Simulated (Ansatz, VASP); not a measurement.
**One calculation of Sn3Se, two programs**

File INCAR:

```
ALGO = Normal
EDIFF = 1E-6
ENCUT = 520
GGA = PS
ISIF = 2
ISMEAR = 0
LASPH = T
LCHARG = F
LREAL = F
LWAVE = F
NBANDS = 32
NELM = 80
PREC = Accurate
SIGMA = 0.15
```

File KPOINTS:

```
k-points
0
Gamma
  12 12 12
```

POSCAR

```
Sn3Se
1.0
    0.0000000000      3.6581854746      3.6581854746
    3.6581854746      0.0000000000      3.6581854746
    3.6581854746      3.6581854746      0.0000000000
Sn Se
3 1
Direct
    0.2500000000      0.2500000000      0.2500000000
    0.7500000000      0.7500000000      0.7500000000
    0.5091165416      0.5091165416      0.4908834584
    0.0000000000      0.0000000000      0.0000000000
```

Input for Ansatz:

```yaml
crystal:
  lattice:
    - [0.0, 3.6581854746, 3.6581854746]
    - [3.6581854746, 0.0, 3.6581854746]
    - [3.6581854746, 3.6581854746, 0.0]
  atoms:
    - { symbol: Sn, position: [0.25, 0.25, 0.25] }
    - { symbol: Sn, position: [0.75, 0.75, 0.75] }
    - { symbol: Sn, position: [0.5091165416, 0.5091165416, 0.4908834584] }
    - { symbol: Se, position: [0.0, 0.0, 0.0] }
basis:
  ecutwfc: 420
kpoints:
  mp_grid: { grid: [12, 12, 12] }
hamiltonian:
  xc: pbesol
scf:
  occupations: { method: gaussian, width: 0.15 }
output:
  forces: true
  stress: true
  eigenvalues: true
  write_density: true
  write_potential: true
  elf: true
  volumetric_format: npy
```

Alike in both runs: task single point; functional PBEsol; k mesh 12 × 12 × 12; occupations gaussian, width 0.15 eV; no spin polarisation.

|  | VASP | Ansatz |
| --- | --- | --- |
| version | VASP 6.6.1 | Ansatz 0.2.0 |
| potentials or method | VASP PAW PBE potentials, release 64 (Sn_d, Se), cutoff 520 eV | scalar-relativistic, plane waves, PAW |
| valence electrons in the cell | 48 | 58 |

Ansatz gave:

```
gap on the k mesh at the Fermi level (eV) : none
pressure (GPa)                            : 0.1
rms of the force components (eV/Å)        : 0.068
```

**Question.** Which values does VASP return?

**Answer.** gap on the k mesh at the Fermi level (eV): none; pressure (GPa): 0.2; rms of the force components (eV/Å): 0.069.

VASP's potentials were made for PBE, not for PBEsol. Atom by atom the forces differ by 0.000 eV/Å (rms over components). A gap of «none» marks a metal or a gap that the smearing closes. VASP's potentials hold 48 valence electrons a cell and Ansatz's 58, so a difference there can come from the potentials and not from the codes.
